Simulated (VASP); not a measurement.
# Ta (P6_3/mmc) in VASP: single point with PBEsol

Aim: the single point of Ta with PBEsol.

Everything below comes from runs of VASP 6.6.1. Logs are shortened: lines on timing, memory, paths and dates and some standing lists are left out, and cuts for length are marked.

## Step 1: The cell of the first run

Symmetry: P6_3/mmc, No. 194, hexagonal system. Conventional cell: a = 2.864 Å, b = 2.864 Å, c = 5.102 Å, α = 90.00°, β = 90.00°, γ = 120.00°. Ta (site symmetry -6m2) has 12 Ta at 2.86 to 3.04 Å within 3.8 Å.

This isn't the form of Ta at room conditions, which is bcc.

## Step 2: Single point, PBEsol

Input file INCAR:

```
SYSTEM = Ta
PREC = Accurate
ENCUT = 520
EDIFF = 1E-6
ISMEAR = 0
SIGMA = 0.05
LREAL = .FALSE.
LASPH = .TRUE.
NELM = 100
ALGO = Normal
ISIF = 2
LWAVE = .FALSE.
LCHARG = .TRUE.
GGA = PS
LELF = .TRUE.
LVHAR = .TRUE.
NBANDS = 18
```

Input file KPOINTS:

```
regular mesh
0
G
  16 16 8
  0 0 0
```

Input file POSCAR:

```
Ta
1.0
    2.8641750472      0.0000000029      0.0000000000
   -1.4320875261      2.4804483503      0.0000000000
    0.0000000000      0.0000000000      5.1017982176
Ta
2
Direct
    0.6666666667      0.3333333333      0.7500000000
    0.3333333333      0.6666666667      0.2500000000
```

Potentials or basis: VASP PAW PBE potentials, release 64 (Ta_pv).

The run is started by

```console
$ cat potpaw_PBE.64/Ta_pv/POTCAR > POTCAR
$ mpirun -np 1 vasp_std > vasp.out
```

OUTCAR:

```text
SYSTEM = Ta
   PREC = Accurate
   ENCUT = 520
   EDIFF = 1E-6
   ISMEAR = 0
   LREAL = .FALSE.
   LASPH = .TRUE.
   NELM = 100
   ISIF = 2
   GGA = PS

 ion  position               nearest neighbor table
   1  0.667  0.333  0.750-   2 3.04   2 3.04   2 3.04   2 3.04   2 3.04   2 3.04
   2  0.333  0.667  0.250-   1 3.04   1 3.04   1 3.04   1 3.04   1 3.04   1 3.04

  LATTYP: Found a hexagonal cell.
 ALAT       =     2.8641750472
 C/A-ratio  =     1.7812452568

  Lattice vectors:

 A1 = (   2.8641750472,   0.0000000029,   0.0000000000)
 A2 = (  -1.4320875261,   2.4804483503,   0.0000000000)
 A3 = (   0.0000000000,   0.0000000000,   5.1017982176)

Analysis of symmetry for initial positions (statically):
=====================================================================
 Subroutine PRICEL returns:
 Original cell was already a primitive cell.

 Routine SETGRP: Setting up the symmetry group for a
 hexagonal supercell.

 Subroutine GETGRP returns: Found 24 space group operations
 (whereof 12 operations were pure point group operations)
 out of a pool of 24 trial point group operations.

The static configuration has the point symmetry D_3d.
 The point group associated with its full space group is D_6h.

Analysis of symmetry for dynamics (positions and initial velocities):
=====================================================================
 Subroutine PRICEL returns:
 Original cell was already a primitive cell.

 Routine SETGRP: Setting up the symmetry group for a
 hexagonal supercell.

 Subroutine GETGRP returns: Found 24 space group operations
 (whereof 12 operations were pure point group operations)
 out of a pool of 24 trial point group operations.

The dynamic configuration has the point symmetry D_3d.
 The point group associated with its full space group is D_6h.

 Subroutine INISYM returns: Found 24 space group operations
 (whereof 12 operations are pure point group operations),
 and found     1 'primitive' translations

----------------------------------------------------------------------------------------

                                     Primitive cell

  volume of cell :      36.2454

  direct lattice vectors                    reciprocal lattice vectors
     2.864175047  0.000000003  0.000000000     0.349140672  0.201576461  0.000000000
    -1.432087526  2.480448350  0.000000000    -0.000000000  0.403152922  0.000000000
     0.000000000  0.000000000  5.101798218     0.000000000  0.000000000  0.196009320

  length of vectors
     2.864175047  2.864175047  5.101798218     0.403152922  0.403152922  0.196009320

  position of ions in fractional coordinates (direct lattice)
[... 74 lines left out ...]
   LNONCOLLINEAR =      F non collinear calculations
   LSORBIT =      F    spin-orbit coupling
   LASPH  =      T    aspherical Exc in radial PAW
   ENCUT  =  520.0 eV  38.22 Ry    6.18 a.u.   5.33  5.33  9.49*2*pi/ulx,y,z
   NELM   =    100;   NELMIN=  2; NELMDL= -5     # of ELM steps
   EDIFF  = 0.1E-05   stopping-criterion for ELM
   LREAL  =      F    real-space projection
[... 7 lines left out ...]
   TEBEG  =    0.0;   TEEND  =   0.0 temperature during run
   PSTRESS=    0.0 pullay stress
   NELECT =      22.0000    total number of electrons
   NUPDOWN=      -1.0000    fix difference up-down
   EMIN   =  10.00;   EMAX   =-10.00  energy-range for DOS
   EFERMI =   0.00;   METHOD = LEGACY
   ISMEAR =     0;   SIGMA  =   0.05  broadening in eV -4-tet -1-fermi 0-gaus
   EFERMI_NEDOS =   21; number of points for ismear=-14 and -15
   IALGO  =     38    algorithm
   IMIX   =      4    mixing-type and parameters
     AMIX     =   0.40;   BMIX     =  1.00
     AMIX_MAG =   1.60;   BMIX_MAG =  1.00
  volume/ion in A,a.u.               =      18.12       122.30
  Fermi-wavevector in a.u.,A,eV,Ry     =   1.386111  2.619370 26.140929  1.921304
  Thomas-Fermi vector in A             =   2.510458
   LORBIT       =      0    0 simple, 1 ext, 2 COOP (PROOUT), +10 PAW based schemes
   GGA     = PS    functional components
   LHFCALC =     F    Hartree Fock is set to
   AEXX    =    0.0000 exact exchange contribution
   IVDW    =     0    specifies the selected vdW correction
   LEPSILON=     F    determine dielectric tensor
   LRPA    =     F    only Hartree local field effects (RPA)
 non-spin polarized calculation
 Gauss-broadening in eV      SIGMA  =   0.05
  energy-cutoff  :      520.00
  volume of cell :       36.25
 maximum number of plane-waves:       991
 NGX is ok and might be reduce to    24
   NGX = 11   NGY = 11   NGZ = 19

 number of electron      22.0000000 magnetization

 Free energy of the ion-electron system (eV)
  ---------------------------------------------------
  ext. energy  EPLUGINS =         0.00000000
  ---------------------------------------------------
  free energy    TOTEN  =       -24.51113215 eV

  energy without entropy =      -24.50747028  energy(sigma->0) =      -24.50930122

 E-fermi :   5.6841     XC(G=0): -12.6851

 val. band max:        5.6761215764   @ k =   0.3750   0.1875   0.1250
 cond. band min:       5.6961308851   @ k =   0.1250   0.1250   0.1250
 fundamental gap:      0.0200093087
 Fermi energy:         5.6841400342

 k-point     1 :       0.0000    0.0000    0.0000
  band No.  band energies     occupation
      1     -28.8044      2.00000
      2     -27.8764      2.00000
      3     -27.7554      2.00000
      4     -27.7554      2.00000
      5     -27.6626      2.00000
      6     -27.6626      2.00000
[... 481 lines left out ...]
      5     -28.0266      2.00000
      6     -27.9781      2.00000
[... 10 lines left out ...]
     17      12.3982      0.00000
     18      14.7653      0.00000

 [... further k-points ...]

------------------------ aborting loop because EDIFF is reached ----------------------------------------

  FORCE on cell =-STRESS in cart. coord.  units (eV):
  Direction    XX          YY          ZZ          XY          YZ          ZX
  --------------------------------------------------------------------------------------
  -------------------------------------------------------------------------------------
  Total        0.1349652      0.1349652     -0.1894837      0.0000000      0.0000000      0.0000000
  in kB        5.9659459      5.9659459     -8.3758582      0.0000000      0.0000000      0.0000000
  external PRESSURE =       1.1853445 kB  Pullay stress =       0.0000000 kB

 VOLUME and BASIS-vectors are now :
 -----------------------------------------------------------------------------
  energy-cutoff  :      520.00
  volume of cell :       36.25
      direct lattice vectors                 reciprocal lattice vectors
     2.864175047  0.000000003  0.000000000     0.349140672  0.201576461  0.000000000
    -1.432087526  2.480448350  0.000000000    -0.000000000  0.403152922  0.000000000
     0.000000000  0.000000000  5.101798218     0.000000000  0.000000000  0.196009320

 POSITION                                       TOTAL-FORCE (eV/Angst)
 -----------------------------------------------------------------------------------
      1.43209      0.82682      3.82635         0.000000      0.000000      0.000000
     -0.00000      1.65363      1.27545        -0.000000     -0.000000      0.000000
 -----------------------------------------------------------------------------------
    total drift:                                0.000000     -0.000000      0.000000

  FREE ENERGIE OF THE ION-ELECTRON SYSTEM (eV)
  ---------------------------------------------------
  free  energy   TOTEN  =       -24.5111321522 eV

  energy  without entropy=      -24.5074702846  energy(sigma->0) =      -24.50930122
```

OSZICAR:

```text
N       E                     dE             d eps       ncg     rms          rms(c)
DAV:   1     0.171046823665E+03    0.17105E+03   -0.12888E+04  5408   0.127E+03
DAV:   2    -0.210458816068E+02   -0.19209E+03   -0.18896E+03  6684   0.360E+02
DAV:   3    -0.254630272500E+02   -0.44171E+01   -0.43628E+01  6428   0.509E+01
DAV:   4    -0.254958292491E+02   -0.32802E-01   -0.32762E-01  6070   0.454E+00
DAV:   5    -0.254960620204E+02   -0.23277E-03   -0.23276E-03  6038   0.368E-01    0.192E+01
DAV:   6    -0.247549047185E+02    0.74116E+00   -0.76131E-01  6022   0.756E+00    0.935E+00
DAV:   7    -0.245150136250E+02    0.23989E+00   -0.66520E-01  6202   0.668E+00    0.466E-01
DAV:   8    -0.245111738723E+02    0.38398E-02   -0.97751E-03  5950   0.899E-01    0.128E-01
DAV:   9    -0.245111373851E+02    0.36487E-04   -0.22538E-04  6320   0.119E-01    0.508E-02
DAV:  10    -0.245111340113E+02    0.33738E-05   -0.27196E-05  6562   0.354E-02    0.679E-03
DAV:  11    -0.245111325467E+02    0.14646E-05   -0.22850E-06  4766   0.104E-02    0.431E-03
DAV:  12    -0.245111321522E+02    0.39442E-06   -0.16610E-07  2812   0.411E-03
   1 F= -.24511132E+02 E0= -.24509301E+02  d E =-.366187E-02
```

stdout:

```text
POSCAR found type information on POSCAR Ta
 POSCAR found :  1 types and       2 ions
 scaLAPACK will be used
 -----------------------------------------------------------------------------
|                                                                             |
|                                                                             |
|     You enforced a specific xc type in the INCAR file but a different       |
|     I HOPE YOU KNOW WHAT YOU ARE DOING!                                     |
|                                                                             |
 -----------------------------------------------------------------------------

 LDA part: xc-table for (Slater+PW92), standard interpolation
 POSCAR, INCAR and KPOINTS ok, starting setup
 FFT: planning ... GRIDC
 FFT: planning ... GRID_SOFT
 FFT: planning ... GRID
 WAVECAR not read
 entering main loop
```

It took 46 s on 1 thread of Intel Xeon Platinum 8488C (Sapphire Rapids), shared host; peak memory 0.21 GiB.

Results:

* Free energy: -24.5111 eV
* Pressure: 0.1 GPa
* Band gap on the k mesh: zero (bands 11 and 12 overlap by 2.42 eV)

Caveat: the PAW data sets were made with another functional, which shifts forces and pressure a little; spin-orbit coupling is left out, which moves the levels of the heavy elements.

The gap in the log of VASP goes by the Fermi energy; the results here count the filled bands.